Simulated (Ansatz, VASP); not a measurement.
# Hf4Br in VASP and in Ansatz

The input INCAR:

```
SYSTEM = Hf4Br
ALGO = Normal ; EDIFF = 1E-6
EDIFFG = -0.04 ; ENCUT = 600
GGA = PE ; IBRION = 2
ISIF = 3 ; ISMEAR = 0
LASPH = .TRUE. ; LCHARG = .FALSE.
LREAL = .FALSE. ; LWAVE = .FALSE.
NELM = 100 ; NSW = 90
PREC = Accurate ; SIGMA = 0.1
```

Contents of KPOINTS:

```
k-points
0
G
  4 4 4
  0 0 0
```

POSCAR

```
Hf4Br
1.0
    0.0000000000      4.0724586400      4.0724586400
    4.0724586400      0.0000000000      4.0724586400
    4.0724586400      4.0724586400      0.0000000000
Hf Br
4 1
Direct
    0.3637677600      0.3637677600      0.3637677600
    0.3637677600      0.3637677600      0.9086967300
    0.3637677600      0.9086967300      0.3637677600
    0.9086967300      0.3637677600      0.3637677600
    0.7500000000      0.7500000000      0.7500000000
```

Input for Ansatz:

```yaml
crystal:
  lattice:
    - [0.0, 4.07245864, 4.07245864]
    - [4.07245864, 0.0, 4.07245864]
    - [4.07245864, 4.07245864, 0.0]
  atoms:
    - { symbol: Hf, position: [0.36376776, 0.36376776, 0.36376776] }
    - { symbol: Hf, position: [0.36376776, 0.36376776, 0.90869673] }
    - { symbol: Hf, position: [0.36376776, 0.90869673, 0.36376776] }
    - { symbol: Hf, position: [0.90869673, 0.36376776, 0.36376776] }
    - { symbol: Br, position: [0.75, 0.75, 0.75] }
basis:
  ecutwfc: 420
kpoints:
  mp_grid: { grid: [4, 4, 4] }
hamiltonian:
  xc: pbe
scf:
  occupations: { method: gaussian, width: 0.1 }
  lower_state_search: "off"
output:
  forces: true
  stress: true
  eigenvalues: true
relax:
  adjacent_minimum: "off"
  f_tol: 0.04
  max_steps: 70
  cell: { stress_tol: 0.4 }
```

Alike in both runs: task relaxation of cell and atoms; functional PBE; k mesh 4 × 4 × 4; occupations gaussian, width 0.1 eV; no spin polarisation.

|  | VASP | Ansatz |
| --- | --- | --- |
| version | VASP 6.6.1 | Ansatz 0.2.0 |
| potentials or method | VASP PAW PBE potentials, release 64 (Hf_pv, Br), cutoff 600 eV | scalar-relativistic, plane waves, PAW |
| valence electrons in the cell | 47 | 111 |

|  | VASP | Ansatz | Ansatz less VASP |
| --- | --- | --- | --- |
| gap on the k mesh at the Fermi level, each at its own relaxed structure (eV) | none | none | - |
| relaxed volume (Å³/atom) | 29.47 | 29.58 | +0.107 |
| relaxed cell length with the largest relative difference (Å) | 5.929 | 5.936 | +0.0072 |

A gap of «none» marks a metal or a gap that the smearing closes. VASP's potentials hold 47 valence electrons a cell and Ansatz's 111, so a difference there can come from the potentials and not from the codes.

Spin-orbit coupling is off throughout.
